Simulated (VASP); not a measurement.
Write the native input for VASP 6.6.1 that does the following.

```yaml
Task: single point
Functional: PBE
Potentials_or_basis: VASP PAW PBE potentials, release 64 (Li_sv, F)
Cutoff: 520 eV
k_mesh: 6 × 6 × 6
Occupations: gaussian, width 0.01 eV
Spin: no spin polarisation
Dipole_correction: no
Further_INCAR_settings: ALGO = Normal; EDIFF = 1e-06; NBANDS = 12
```

The structure of LiF lies in POSCAR:

```
LiF
1.0
    0.0000000000      2.1446105472      2.1446105472
    2.2303949691      0.0000000000      2.1446105472
    2.2303949691      2.1446105472      0.0000000000
Li F
1 1
Direct
    0.0000000000      0.0000000000      0.0000000000
    0.2500000000      0.2500000000      0.2500000000
```

This cell differs from its parent crystal: uniaxial x strain +4.0%.

One way to write it, as run:

INCAR

```
ALGO     = Normal         # electronic algorithm
EDIFF    = 1E-6           # SCF threshold, eV
ENCUT    = 520            # plane-wave cutoff, eV
GGA      = PE             # functional
ISIF     = 2              # what is computed and relaxed
ISMEAR   = 0              # smearing method
LASPH    = True           # aspherical terms in the spheres
LCHARG   = False          # write CHGCAR
LREAL    = False          # projectors in reciprocal space
LWAVE    = False          # write WAVECAR
NBANDS   = 12             # bands
NELM     = 100            # most SCF steps
PREC     = Accurate       # precision mode
SIGMA    = 0.01           # smearing width, eV
```

KPOINTS

```
k-points
0
Gamma
  6 6 6
```

Potentials or basis: VASP PAW PBE potentials, release 64 (Li_sv, F).

Launch:

```bash
$ cat potpaw_PBE.64/Li_sv/POTCAR potpaw_PBE.64/F/POTCAR > POTCAR
$ mpirun -np 1 vasp_std > vasp.out
```

Results of the run:

```json
{"Band gap on the k mesh": "7.68 eV, direct"}
```

Caveat: the cell differs from its parent crystal (uniaxial x strain +4.0%).

It took 15 s on 1 thread of AMD EPYC 7R13 (shared host), peak memory 0.1 GiB.
